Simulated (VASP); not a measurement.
# Te4Pt in VASP: relaxation of the atoms with PBE+D3(BJ)

Aim: the relaxation of the atoms of Te4Pt with PBE+D3(BJ).

All numbers are computed with VASP 6.6.1; they aren't measurements. Logs are shortened: lines on timing, memory, paths and dates and some standing lists are left out, and cuts for length are marked.

### Step 1. The cell of the first run

The cell holds a slab with vacuum, 5 atoms: a = 4.053 Å, b = 4.053 Å, c = 22.463 Å, α = 90.00°, β = 90.00°, γ = 120.00°.

### Step 2. Relaxation of the atoms, PBE+D3(BJ)

Contents of INCAR:

```
ALGO     = Normal         # electronic algorithm
DIPOL    = 0.5 0.5 0.500
EDIFF    = 1E-7           # SCF threshold, eV
EDIFFG   = -0.02          # ionic threshold
ENCUT    = 450            # plane-wave cutoff, eV
GGA      = PE             # functional
GGA_COMPAT= False        
IBRION   = 2              # ionic algorithm
IDIPOL   = 3            
ISIF     = 2              # what is computed and relaxed
ISMEAR   = 0              # smearing method
IVDW     = 12             # dispersion correction
LASPH    = True           # aspherical terms in the spheres
LCHARG   = False          # write CHGCAR
LDIPOL   = True         
LREAL    = False          # projectors in reciprocal space
LWAVE    = False          # write WAVECAR
NELM     = 120            # most SCF steps
NELMDL   = -8           
NELMIN   = 4            
NSW      = 80             # ionic steps
PREC     = Accurate       # precision mode
SIGMA    = 0.1            # smearing width, eV
```

Contents of KPOINTS:

```
k-points
0
Gamma
  9 9 1
```

Contents of POSCAR:

```
Te4Pt
1.0
    4.0533413749      0.0000000000      0.0000000000
   -2.0266706875      3.5102966009      0.0000000000
    0.0000000000      0.0000000000     22.4627295320
Te Pt
4 1
Direct
    0.3333333333      0.6666666667      0.3338864046
    0.6666666667      0.3333333333      0.4394731562
    0.3333333333      0.6666666667      0.5605268438
    0.6666666667      0.3333333333      0.6661135954
    0.0000000000      0.0000000000      0.5000000000
```

Potentials or basis: VASP PAW PBE potentials, release 64 (Te, Pt).

On the command line:

```bash
> cat potpaw_PBE.64/Te/POTCAR potpaw_PBE.64/Pt/POTCAR > POTCAR
> mpirun -np 1 vasp_std > vasp.out
```

OUTCAR:

```text
EDIFF = 1E-7
   EDIFFG = -0.02
   ENCUT = 450
   GGA = PE
   IBRION = 2
   ISIF = 2
   ISMEAR = 0
   IVDW = 12
   LASPH = True
   LREAL = False
   NELM = 120
   NELMDL = -8
   NELMIN = 4
   NSW = 80
   PREC = Accurate
 IVDW          = 12

 ion  position               nearest neighbor table
   1  0.333  0.667  0.334-   2 3.33   2 3.33   2 3.33
   2  0.667  0.333  0.439-   5 2.71   5 2.71   5 2.71   1 3.33   1 3.33   1 3.33   3 3.59   3 3.59
                             3 3.59
   3  0.333  0.667  0.561-   5 2.71   5 2.71   5 2.71   4 3.33   4 3.33   4 3.33   2 3.59   2 3.59
                             2 3.59
   4  0.667  0.333  0.666-   3 3.33   3 3.33   3 3.33
   5  0.000  0.000  0.500-   2 2.71   3 2.71   2 2.71   3 2.71   2 2.71   3 2.71

  LATTYP: Found a hexagonal cell.
 ALAT       =     4.0533413749
 C/A-ratio  =     5.5417808308

  Lattice vectors:

 A1 = (   4.0533413749,   0.0000000000,   0.0000000000)
 A2 = (  -2.0266706875,   3.5102966009,   0.0000000000)
 A3 = (   0.0000000000,   0.0000000000,  22.4627295320)

Analysis of symmetry for initial positions (statically):
=====================================================================
 Subroutine PRICEL returns:
 Original cell was already a primitive cell.

 Routine SETGRP: Setting up the symmetry group for a
 hexagonal supercell.

 Subroutine GETGRP returns: Found 12 space group operations
 (whereof 12 operations were pure point group operations)
 out of a pool of 24 trial point group operations.

The static configuration has the point symmetry D_3d.

Analysis of symmetry for dynamics (positions and initial velocities):
=====================================================================
 Subroutine PRICEL returns:
 Original cell was already a primitive cell.

 Routine SETGRP: Setting up the symmetry group for a
 hexagonal supercell.

 Subroutine GETGRP returns: Found 12 space group operations
 (whereof 12 operations were pure point group operations)
 out of a pool of 24 trial point group operations.

The dynamic configuration has the point symmetry D_3d.

 Subroutine INISYM returns: Found 12 space group operations
 (whereof 12 operations are pure point group operations),
 and found     1 'primitive' translations

----------------------------------------------------------------------------------------

                                     Primitive cell

  volume of cell :     319.6094

  direct lattice vectors                    reciprocal lattice vectors
     4.053341375  0.000000000  0.000000000     0.246710037  0.142438106  0.000000000
    -2.026670687  3.510296601  0.000000000     0.000000000  0.284876212  0.000000000
     0.000000000  0.000000000 22.462729532     0.000000000  0.000000000  0.044518187

  length of vectors
     4.053341375  4.053341375 22.462729532     0.284876212  0.284876212  0.044518187

  position of ions in fractional coordinates (direct lattice)
     0.333333333  0.666666667  0.333886405
     0.666666667  0.333333333  0.439473156
     0.333333333  0.666666667  0.560526844
     0.666666667  0.333333333  0.666113595
     0.000000000  0.000000000  0.500000000

  ion indices of the primitive-cell ions
   primitive index   ion index
                 1           1
                 2           2
                 3           3
                 4           4
                 5           5

----------------------------------------------------------------------------------------

 KPOINTS: k-points

Automatic generation of k-mesh.
 Grid dimensions read from file:
 generate k-points for:    9    9    1

 Generating k-lattice:

  Cartesian coordinates                     Fractional coordinates (reciprocal lattice)
     0.027412226  0.015826456  0.000000000     0.111111111 -0.000000000  0.000000000
     0.000000000  0.031652912  0.000000000     0.000000000  0.111111111  0.000000000
     0.000000000  0.000000000  0.044518187     0.000000000  0.000000000  1.000000000

  Length of vectors
     0.031652912  0.031652912  0.044518187

  Shift w.r.t. Gamma in fractional coordinates (k-lattice)
     0.000000000  0.000000000  0.000000000

 Subroutine IBZKPT returns following result:
 ===========================================

 Found     12 irreducible k-points:

 Following reciprocal coordinates:
            Coordinates               Weight
  0.000000  0.000000  0.000000      1.000000
  0.111111  0.000000  0.000000      6.000000
  0.222222  0.000000  0.000000      6.000000
  0.333333  0.000000  0.000000      6.000000
  0.444444  0.000000  0.000000      6.000000
  0.111111  0.111111  0.000000      6.000000
  0.222222  0.111111  0.000000     12.000000
  0.333333  0.111111  0.000000     12.000000
  0.444444  0.111111  0.000000      6.000000
  0.222222  0.222222  0.000000      6.000000
  0.333333  0.222222  0.000000     12.000000
  0.333333  0.333333  0.000000      2.000000
   k-points           NKPTS =     12   k-points in BZ     NKDIM =     12   number of bands    NBANDS=     21
   number of dos      NEDOS =    301   number of ions     NIONS =      5
   total plane-waves  NPLWV = 125440
   dimension x,y,z NGX =    28 NGY =   28 NGZ =  160
   dimension x,y,z NGXF=    56 NGYF=   56 NGZF=  320
   ions per type =               4   1
   NGX,Y,Z   is equivalent  to a cutoff of  11.48, 11.48, 11.84 a.u.
   NGXF,Y,Z  is equivalent  to a cutoff of  22.97, 22.97, 23.68 a.u.
 SYSTEM =  unknown system
   PREC   = accura    normal or accurate (medium, high low for compatibility)
   ISTART =      0    job   : 0-new  1-cont  2-samecut
   ICHARG =      2    charge: 1-file 2-atom 10-const
   ISPIN  =      1    spin polarized calculation?
   LNONCOLLINEAR =      F non collinear calculations
   LSORBIT =      F    spin-orbit coupling
   LASPH  =      T    aspherical Exc in radial PAW
   ENCUT  =  450.0 eV  33.07 Ry    5.75 a.u.   7.01  7.01 38.85*2*pi/ulx,y,z
   NELM   =    120;   NELMIN=  4; NELMDL= -8     # of ELM steps
   EDIFF  = 0.1E-06   stopping-criterion for ELM
   LREAL  =      F    real-space projection
   EDIFFG = -.2E-01   stopping-criterion for IOM
   NSW    =     80    number of steps for IOM
   IBRION =      2    ionic relax: 0-MD 1-quasi-New 2-CG
   NFREE  =      1    steps in history (QN), initial steepest desc. (CG)
   ISIF   =      2    stress and relaxation
   ISYM   =      2    0-nonsym 1-usesym 2-fastsym
   POTIM  = 0.5000    time-step for ionic-motion
   TEBEG  =    0.0;   TEEND  =   0.0 temperature during run
   PSTRESS=    0.0 pullay stress
   NELECT =      34.0000    total number of electrons
   NUPDOWN=      -1.0000    fix difference up-down
   EMIN   =  10.00;   EMAX   =-10.00  energy-range for DOS
   EFERMI =   0.00;   METHOD = LEGACY
   ISMEAR =     0;   SIGMA  =   0.10  broadening in eV -4-tet -1-fermi 0-gaus
   EFERMI_NEDOS =   21; number of points for ismear=-14 and -15
   IALGO  =     38    algorithm
   IMIX   =      4    mixing-type and parameters
     AMIX     =   0.40;   BMIX     =  1.00
     AMIX_MAG =   1.60;   BMIX_MAG =  1.00
  volume/ion in A,a.u.               =      63.92       431.37
  Fermi-wavevector in a.u.,A,eV,Ry     =   0.775701  1.465863  8.186800  0.601713
  Thomas-Fermi vector in A             =   1.878024
   LORBIT       =      0    0 simple, 1 ext, 2 COOP (PROOUT), +10 PAW based schemes
   GGA     = PE    functional components
   LHFCALC =     F    Hartree Fock is set to
   AEXX    =    0.0000 exact exchange contribution
   IVDW    =    12    specifies the selected vdW correction
   LEPSILON=     F    determine dielectric tensor
   LRPA    =     F    only Hartree local field effects (RPA)
 conjugate gradient relaxation of ions
 non-spin polarized calculation
 Gauss-broadening in eV      SIGMA  =   0.10
  energy-cutoff  :      450.00
  volume of cell :      319.61
 maximum number of plane-waves:      6947
 NGX is ok and might be reduce to    28
   NGX = 13   NGY = 13   NGZ = 77

--------------------------------------- Ionic step        1  -------------------------------------------

 number of electron      34.0000004 magnetization

 Free energy of the ion-electron system (eV)
  ---------------------------------------------------
  ext. energy  EPLUGINS =         0.00000000
  ---------------------------------------------------
  free energy    TOTEN  =       -18.19383978 eV

  energy without entropy =      -18.17230362  energy(sigma->0) =      -18.18307170

------------------------ aborting loop because EDIFF is reached ----------------------------------------

 Edisp (eV)   -2.05222

 E8    (eV) :    -0.9788
[... 114 lines left out ...]
  FREE ENERGIE OF THE ION-ELECTRON SYSTEM (eV)
  ---------------------------------------------------
  free  energy   TOTEN  =       -20.3830173155 eV

  energy  without entropy=      -20.3449102597  energy(sigma->0) =      -20.36396379

[... ionic steps 4 to 7 ...]

--------------------------------------- Ionic step        8  -------------------------------------------

 number of electron      34.0000004 magnetization

------------------------ aborting loop because EDIFF is reached ----------------------------------------
[... 38 lines left out ...]
--------------------------------------- Ionic step        9  -------------------------------------------

 number of electron      34.0000004 magnetization

 dipolmoment           0.000000      0.000000     -0.000000 electrons x Angstroem

------------------------ aborting loop because EDIFF is reached ----------------------------------------

 Edisp (eV)   -2.09197

 E8    (eV) :    -0.9985
[... 34 lines left out ...]
--------------------------------------- Ionic step       10  -------------------------------------------

 number of electron      34.0000003 magnetization

 dipolmoment           0.000000      0.000000      0.000000 electrons x Angstroem

 Free energy of the ion-electron system (eV)
  ---------------------------------------------------
  ext. energy  EPLUGINS =         0.00000000
  ---------------------------------------------------
  free energy    TOTEN  =       -18.33942303 eV

  energy without entropy =      -18.29110730  energy(sigma->0) =      -18.31526517

 E-fermi :   0.3106     XC(G=0):  -4.9240

 val. band max:        0.3082503840   @ k =   0.1111   0.1111   0.0000
 cond. band min:       0.3479670719   @ k =   0.2222   0.1111   0.0000
 fundamental gap:      0.0397166879
 Fermi energy:         0.3105773894

 k-point     1 :       0.0000    0.0000    0.0000
  band No.  band energies     occupation
      1     -13.2863      2.00000
      2     -12.4277      2.00000
      3     -10.3201      2.00000
      4      -9.4142      2.00000
      5      -4.8436      2.00000
      6      -4.5704      2.00000
[... 277 lines left out ...]
     20       2.7430      0.00000
     21       2.7430      0.00000

------------------------ aborting loop because EDIFF is reached ----------------------------------------

 vacuum level on the upper side and lower side of the slab       (xc-potential included)        -0.090        -0.090

 Edisp (eV)   -2.09778

 E8    (eV) :    -1.0014

  FORCE on cell =-STRESS in cart. coord.  units (eV):
  Direction    XX          YY          ZZ          XY          YZ          ZX
  --------------------------------------------------------------------------------------
  -------------------------------------------------------------------------------------
  Total      -3.66209    -3.66209    -0.00536     0.00000     0.00000     0.00000
  in kB     -18.35777   -18.35777    -0.02688     0.00000     0.00000     0.00000
  external pressure =      -12.25 kB  Pullay stress =        0.00 kB
[... 20 lines left out ...]
  FREE ENERGIE OF THE ION-ELECTRON SYSTEM (eV)
  ---------------------------------------------------
  free  energy   TOTEN  =       -20.4371983309 eV

  energy  without entropy=      -20.3888826085  energy(sigma->0) =      -20.41304047

 reached required accuracy - stopping structural energy minimisation

 vacuum level on the upper side and lower side of the slab         5.239         5.239
```

It took 8.3 min on 1 thread of Intel Xeon Platinum 8559C (Emerald Rapids), shared host; peak memory 0.39 GiB.

What came out:

* Free energy: -20.4372 eV
* Energy gained by relaxing: 38.2 meV/atom
* Ionic steps: 10
* Largest force after relaxing: 0.012 eV/Å
* Band gap on the k mesh: zero (bands 17 and 18 overlap by 0.98 eV)
* Dispersion energy per atom: -0.420 eV

Forces on the atoms (eV/Å):
```
Te   0.000  0.000  0.002
Te   0.000  0.000 -0.012
Te   0.000  0.000  0.012
Te   0.000  0.000 -0.002
Pt   0.000  0.000  0.000
```

Step by step:
| step | energy change (eV) | largest force (eV/Å) | pressure (GPa) |
| --- | --- | --- | --- |
| 1 | 0.0000 | 0.8163 | -1.71 |
| 2 | -0.0738 | 0.4940 | -1.94 |
| 3 | -0.1370 | 0.3638 | -2.13 |
| 4 | -0.1120 | 0.6577 | -2.04 |
| 5 | -0.1551 | 0.2642 | -2.17 |
| 6 | -0.1555 | 0.2439 | -2.17 |
| 7 | -0.1664 | 0.1911 | -2.01 |
| 8 | -0.1852 | 0.1677 | -1.53 |
| 9 | -0.1866 | 0.1821 | -1.34 |
| 10 | -0.1911 | 0.0118 | -1.22 |

Final structure:
```cif
data_structure
_symmetry_space_group_name_H-M 'P 1'
_symmetry_Int_Tables_number 1
_cell_length_a 4.0533
_cell_length_b 4.0533
_cell_length_c 22.4627
_cell_angle_alpha 90.000
_cell_angle_beta 90.000
_cell_angle_gamma 120.000
_cell_volume 319.61
loop_
_atom_site_label
_atom_site_type_symbol
_atom_site_fract_x
_atom_site_fract_y
_atom_site_fract_z
_atom_site_occupancy
Te1 Te 0.33333 0.66667 0.34278 1
Te2 Te 0.66667 0.33333 0.43548 1
Te3 Te 0.33333 0.66667 0.56452 1
Te4 Te 0.66667 0.33333 0.65722 1
Pt1 Pt 0.00000 0.00000 0.50000 1
```

Levels at points of the mesh, in eV from the Fermi level:
```
           k point  band 15  band 16  band 17  band 18  band 19  band 20
(0.00, 0.00, 0.00)    -0.22    -0.22     0.61     0.61     0.98     1.98
```

Caveat: spin-orbit coupling is left out, which moves the levels of the heavy elements.
